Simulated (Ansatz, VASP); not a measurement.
**B6Br in VASP and in Ansatz**

```
B Br
1.0
     3.16957    1.82995    2.49994
    -3.16957    1.82995    2.49994
     0.00000   -3.65990    2.49994
B Br
6 1
Direct
  0.50000 0.50000 0.00000
  0.00000 0.50000 0.50000
  0.50000 0.00000 0.50000
  0.00000 0.00000 0.50000
  0.50000 0.00000 0.00000
  0.00000 0.50000 0.00000
  0.50000 0.50000 0.50000
```

Alike in both runs: task single point; functional PBE; k mesh 6 × 6 × 6; occupations gaussian, width 0.1 eV; no spin polarisation.

```csv
,VASP,Ansatz
version,VASP 6.6.1,Ansatz 0.2.0
potentials or method,"VASP PAW PBE potentials, release 64 (B, Br), cutoff 520 eV","scalar-relativistic, plane waves, PAW"
valence electrons in the cell,25,25
```

|  | VASP | Ansatz | Ansatz less VASP |
| --- | --- | --- | --- |
| gap on the k mesh at the Fermi level (eV) | none | none | - |
| pressure (GPa) | -23.4 | -23.3 | +0.02 |
| traceless stress, the component that is largest in VASP (GPa) | 4.71 | 4.71 | -0.002 |

A gap of «none» marks a metal or a gap that the smearing closes.
